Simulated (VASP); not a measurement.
# Sb (P4/mmm) in VASP: a series of runs, part 2 of 2

VASP 6.6.1. The steps go on from the part before.

**4. Single point, PBEsol (strain +0.0375 x Voigt [0, 1, 0, 0, 0, 0])**

The input, INCAR:

```
PREC = Accurate
ENCUT = 520
EDIFF = 1E-6
ISMEAR = 0
SIGMA = 0.15
LREAL = False
LASPH = True
NELM = 60
ALGO = Normal
ISIF = 2
LWAVE = False
LCHARG = True
GGA = PS
LELF = True
LVHAR = True
NBANDS = 8
```

The input, KPOINTS:

```
regular mesh
0
Gamma
  16 16 16
```

The input, POSCAR:

```
Sb
1.0
    3.1600000000      0.0000000000      0.0000000000
    0.0000000000      3.2785000000      0.0000000000
    0.0000000000      0.0000000000      3.1600000000
Sb
1
Direct
    0.0000000000      0.0000000000      0.0000000000
```

Potentials or basis: VASP PAW PBE potentials, release 64 (Sb).

The run is started by

```console
cat potpaw_PBE.64/Sb/POTCAR > POTCAR
mpirun -np 1 vasp_std > vasp.out
```

OUTCAR:

```text
PREC = Accurate
   ENCUT = 520
   EDIFF = 1E-6
   ISMEAR = 0
   LREAL = False
   LASPH = True
   NELM = 60
   ISIF = 2
   GGA = PS

 ion  position               nearest neighbor table
   1  0.000  0.000  0.000-

  LATTYP: Found a simple tetragonal cell.
 ALAT       =     3.1600000000
 C/A-ratio  =     1.0375000000

  Lattice vectors:

 A1 = (  -3.1600000000,   0.0000000000,   0.0000000000)
 A2 = (   0.0000000000,   0.0000000000,   3.1600000000)
[... 443 lines left out ...]
      7      16.4762      0.00000
      8      18.9313      0.00000

 [... further k-points ...]

------------------------ aborting loop because EDIFF is reached ----------------------------------------

  FORCE on cell =-STRESS in cart. coord.  units (eV):
  Direction    XX          YY          ZZ          XY          YZ          ZX
  --------------------------------------------------------------------------------------
  -------------------------------------------------------------------------------------
  Total       -1.0590927     -1.5777808     -1.0590927     -0.0000000      0.0000000      0.0000000
  in kB      -51.8316707    -77.2161080    -51.8316707     -0.0000000      0.0000000      0.0000000
  external PRESSURE =     -60.2931498 kB  Pullay stress =       0.0000000 kB

 VOLUME and BASIS-vectors are now :
 -----------------------------------------------------------------------------
  energy-cutoff  :      520.00
  volume of cell :       32.74
      direct lattice vectors                 reciprocal lattice vectors
     3.160000000  0.000000000  0.000000000     0.316455696  0.000000000  0.000000000
     0.000000000  3.278500000  0.000000000     0.000000000  0.305017539  0.000000000
     0.000000000  0.000000000  3.160000000     0.000000000  0.000000000  0.316455696

 POSITION                                       TOTAL-FORCE (eV/Angst)
 -----------------------------------------------------------------------------------
      0.00000      0.00000      0.00000         0.000000      0.000000      0.000000
 -----------------------------------------------------------------------------------
    total drift:                               -0.000000      0.000000      0.000000

  FREE ENERGIE OF THE ION-ELECTRON SYSTEM (eV)
  ---------------------------------------------------
  free  energy   TOTEN  =        -4.4415295613 eV

  energy  without entropy=       -4.4345843565  energy(sigma->0) =       -4.43805696
```

OSZICAR:

```text
N       E                     dE             d eps       ncg     rms          rms(c)
DAV:   1     0.475800359776E+01    0.47580E+01   -0.15387E+03  6488   0.394E+02
DAV:   2    -0.432067523484E+01   -0.90787E+01   -0.87579E+01  9144   0.506E+01
DAV:   3    -0.444227835874E+01   -0.12160E+00   -0.12133E+00  7584   0.666E+00
DAV:   4    -0.444285192717E+01   -0.57357E-03   -0.57356E-03  9952   0.558E-01
DAV:   5    -0.444285440473E+01   -0.24776E-05   -0.24782E-05  8000   0.235E-02    0.157E+00
DAV:   6    -0.444200844583E+01    0.84596E-03   -0.11759E-03  8208   0.176E-01    0.912E-01
DAV:   7    -0.444152369702E+01    0.48475E-03   -0.25011E-03  7088   0.255E-01    0.642E-02
DAV:   8    -0.444152874021E+01   -0.50432E-05   -0.66910E-05  8472   0.533E-02    0.607E-03
DAV:   9    -0.444152956133E+01   -0.82112E-06   -0.10518E-06  9408   0.755E-03
   1 F= -.44415296E+01 E0= -.44380570E+01  d E =-.694520E-02
```

stdout:

```text
POSCAR found type information on POSCAR Sb
 POSCAR found :  1 types and       1 ions
 scaLAPACK will be used
 -----------------------------------------------------------------------------
|                                                                             |
|                                                                             |
|     You enforced a specific xc type in the INCAR file but a different       |
|     I HOPE YOU KNOW WHAT YOU ARE DOING!                                     |
|                                                                             |
 -----------------------------------------------------------------------------

 LDA part: xc-table for (Slater+PW92), standard interpolation
 POSCAR, INCAR and KPOINTS ok, starting setup
 FFT: planning ... GRIDC
 FFT: planning ... GRID_SOFT
 FFT: planning ... GRID
 WAVECAR not read
 entering main loop
```

Run time: 25 s. Hardware: 1 thread of Intel Xeon Platinum 8259CL at 2.50GHz (Skylake/Cascade Lake), shared host; peak memory 0.22 GiB.

What came out:

| Property | Result |
| --- | --- |
| Free energy | -4.4415 eV |
| Pressure | -6.0 GPa |

Levels at points of the mesh, in eV from the Fermi level:
```tsv
k point	band 1	band 2	band 3	band 4	band 5	band 6
(0.00, 0.00, 0.00)	-11.73	2.42	3.33	3.33	6.46	7.08
(0.50, 0.00, 0.00)	-9.49	-5.02	4.25	5.18	8.73	9.99
(0.00, 0.50, 0.00)	-9.91	-4.91	4.84	4.84	8.79	10.59
(0.50, 0.50, 0.00)	-7.58	-3.40	-2.93	2.43	6.67	12.26
(0.50, 0.00, 0.50)	-7.13	-3.09	-3.09	2.49	6.06	11.97
(0.50, 0.50, 0.50)	-5.05	-1.60	-1.60	-1.08	4.75	5.04
```

Caveat: the cell differs from its parent crystal (strain +0.0375 x Voigt [0, 1, 0, 0, 0, 0]); the PAW data sets were made with another functional, which shifts forces and pressure a little; spin-orbit coupling is left out, which moves the levels of the heavy elements.

**5. Single point, PBEsol (strain +0.0750 x Voigt [0, 1, 0, 0, 0, 0])**

The input, INCAR:

```
SYSTEM = Sb
PREC = Accurate
ENCUT = 520
EDIFF = 1E-6
ISMEAR = 0
SIGMA = 0.15
LREAL = .False.
LASPH = .True.
NELM = 60
ALGO = Normal
ISIF = 2
LWAVE = .False.
LCHARG = .False.
GGA = PS
NBANDS = 8
```

The input, KPOINTS:

```
regular mesh
0
Gamma
  16 16 16
  0 0 0
```

The input, POSCAR:

```
Sb
1.0
    3.1600000000      0.0000000000      0.0000000000
    0.0000000000      3.3970000000      0.0000000000
    0.0000000000      0.0000000000      3.1600000000
Sb
1
Direct
    0.0000000000      0.0000000000      0.0000000000
```

Potentials or basis: VASP PAW PBE potentials, release 64 (Sb).

The run is started by

```console
cat potpaw_PBE.64/Sb/POTCAR > POTCAR
mpirun -np 1 vasp_std > vasp.out
```

OUTCAR:

```text
SYSTEM = Sb
   PREC = Accurate
   ENCUT = 520
   EDIFF = 1E-6
   ISMEAR = 0
   LREAL = .False.
   LASPH = .True.
   NELM = 60
   ISIF = 2
   GGA = PS

 ion  position               nearest neighbor table
   1  0.000  0.000  0.000-

  LATTYP: Found a simple tetragonal cell.
 ALAT       =     3.1600000000
 C/A-ratio  =     1.0750000000

  Lattice vectors:

 A1 = (  -3.1600000000,   0.0000000000,   0.0000000000)
 A2 = (   0.0000000000,   0.0000000000,   3.1600000000)
 A3 = (   0.0000000000,   3.3970000000,   0.0000000000)

[... 442 lines left out ...]
      8      18.6603      0.00000

 [... further k-points ...]

------------------------ aborting loop because EDIFF is reached ----------------------------------------

  FORCE on cell =-STRESS in cart. coord.  units (eV):
  Direction    XX          YY          ZZ          XY          YZ          ZX
  --------------------------------------------------------------------------------------
  -------------------------------------------------------------------------------------
  Total       -1.1431519     -1.9954433     -1.1431519      0.0000000      0.0000000      0.0000000
  in kB      -53.9939123    -94.2497615    -53.9939123      0.0000000      0.0000000      0.0000000
  external PRESSURE =     -67.4125287 kB  Pullay stress =       0.0000000 kB

 VOLUME and BASIS-vectors are now :
 -----------------------------------------------------------------------------
  energy-cutoff  :      520.00
  volume of cell :       33.92
      direct lattice vectors                 reciprocal lattice vectors
     3.160000000  0.000000000  0.000000000     0.316455696  0.000000000  0.000000000
     0.000000000  3.397000000  0.000000000     0.000000000  0.294377392  0.000000000
     0.000000000  0.000000000  3.160000000     0.000000000  0.000000000  0.316455696

 POSITION                                       TOTAL-FORCE (eV/Angst)
 -----------------------------------------------------------------------------------
      0.00000      0.00000      0.00000         0.000000      0.000000      0.000000
 -----------------------------------------------------------------------------------
    total drift:                               -0.000000      0.000000      0.000000

  FREE ENERGIE OF THE ION-ELECTRON SYSTEM (eV)
  ---------------------------------------------------
  free  energy   TOTEN  =        -4.3778407310 eV

  energy  without entropy=       -4.3709258588  energy(sigma->0) =       -4.37438329
```

stdout:

```text
POSCAR found type information on POSCAR Sb
 POSCAR found :  1 types and       1 ions
 scaLAPACK will be used
 -----------------------------------------------------------------------------
|                                                                             |
|                                                                             |
|     You enforced a specific xc type in the INCAR file but a different       |
|     I HOPE YOU KNOW WHAT YOU ARE DOING!                                     |
|                                                                             |
 -----------------------------------------------------------------------------

 LDA part: xc-table for (Slater+PW92), standard interpolation
 POSCAR, INCAR and KPOINTS ok, starting setup
 FFT: planning ... GRIDC
 FFT: planning ... GRID_SOFT
 FFT: planning ... GRID
 WAVECAR not read
 entering main loop
```

Run time: 32 s. Hardware: 1 thread of Intel Xeon Platinum 8259CL at 2.50GHz (Skylake/Cascade Lake), shared host; peak memory 0.23 GiB.

Results:

```yaml
Free_energy: -4.3778 eV
Pressure: -6.7 GPa
```

Levels at points of the mesh, in eV from the Fermi level:
| k point | band 1 | band 2 | band 3 | band 4 | band 5 | band 6 | band 7 | band 8 |
| --- | --- | --- | --- | --- | --- | --- | --- | --- |
| (0.00, 0.00, 0.00) | -11.53 | 1.81 | 3.51 | 3.51 | 5.92 | 7.23 | 7.94 | 16.70 |
| (0.50, 0.00, 0.00) | -9.27 | -4.86 | 3.64 | 5.36 | 8.45 | 9.57 | 9.98 | 10.75 |
| (0.00, 0.50, 0.00) | -10.03 | -4.64 | 4.75 | 4.75 | 8.70 | 10.60 | 10.79 | 11.66 |
| (0.50, 0.50, 0.00) | -7.72 | -3.50 | -2.60 | 2.53 | 6.57 | 12.10 | 12.85 | 12.95 |
| (0.50, 0.00, 0.50) | -6.89 | -2.93 | -2.93 | 2.65 | 5.45 | 11.55 | 12.00 | 12.00 |
| (0.50, 0.50, 0.50) | -5.20 | -1.69 | -1.69 | -0.71 | 4.63 | 5.18 | 5.18 | 7.12 |

Caveat: the cell differs from its parent crystal (strain +0.0750 x Voigt [0, 1, 0, 0, 0, 0]); the PAW data sets were made with another functional, which shifts forces and pressure a little; spin-orbit coupling is left out, which moves the levels of the heavy elements.

**6. Summary**

```tsv
cell	gap on the mesh (eV)	pressure (GPa)
a = 3.160, b = 2.923 Å, 1 atom	none	-0.2
a = 3.160, b = 3.042 Å, 1 atom	none	-3.0
a = 3.160, b = 3.279 Å, 1 atom	none	-6.0
a = 3.160, b = 3.397 Å, 1 atom	none	-6.7
```

Alike in all rows: task single point; level PBEsol; potentials or basis VASP PAW PBE potentials, release 64 (Sb); no spin polarisation; k mesh 16 × 16 × 16; cutoff (eV) 520; smearing gaussian 0.15 eV.

Caveats: the PAW data sets were made with another functional, which shifts forces and pressure a little; spin-orbit coupling is left out, which moves the levels of the heavy elements.

Absolute energies hang on the potentials; compare differences alone.
